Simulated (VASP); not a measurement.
Runs of VASP 6.6.1 on Al. The structure is that of space group P6/mmm (No. 191), or close to it. The cells are those of the table. This isn't the form of Al at room conditions, which is fcc.

| task | cell | k mesh | cutoff (eV) | gap on the mesh (eV) | pressure (GPa) | relaxed volume (Å³/atom) |
| --- | --- | --- | --- | --- | --- | --- |
| single point | a = 4.764, b = 4.764, c = 2.921 Å, angles 90.0, 90.0, 120.0°, 3 atoms | 6 × 6 × 6 | 520 | none | -7.3 | - |
| relaxation of cell and atoms | relaxed from a = 4.564, b = 4.564, c = 2.793 Å, angles 90.0, 90.0, 120.0°, 3 atoms | 12 × 12 × 16 | 600 | none | 0.0 | 16.82 |
| relaxation of cell and atoms | relaxed from a = 4.764, b = 4.764, c = 2.921 Å, angles 90.0, 90.0, 120.0°, 3 atoms | 6 × 6 × 6 | 600 | none | -0.1 | (a) |
| single point | a = 4.583, b = 4.583, c = 2.769 Å, angles 90.0, 90.0, 120.0°, 3 atoms | 12 × 12 × 16 | 520 | none | 0.1 | - |
| single point | a = 4.564, b = 4.564, c = 2.793 Å, angles 90.0, 90.0, 120.0°, 3 atoms | 6 × 6 × 6 | 520 | none | 0.0 | - |

Alike in all rows: level PBEsol; potentials or basis VASP PAW PBE potentials, release 64 (Al); no spin polarisation; smearing gaussian 0.1 eV.

Fill in the values left out.

(a) 16.83.

Caveats: some runs use coarse meshes; the PAW data sets were made with another functional, which shifts forces and pressure a little; the cell stands under tension (at least some runs).

A gap of «none» marks levels without a gap at the run's occupations.
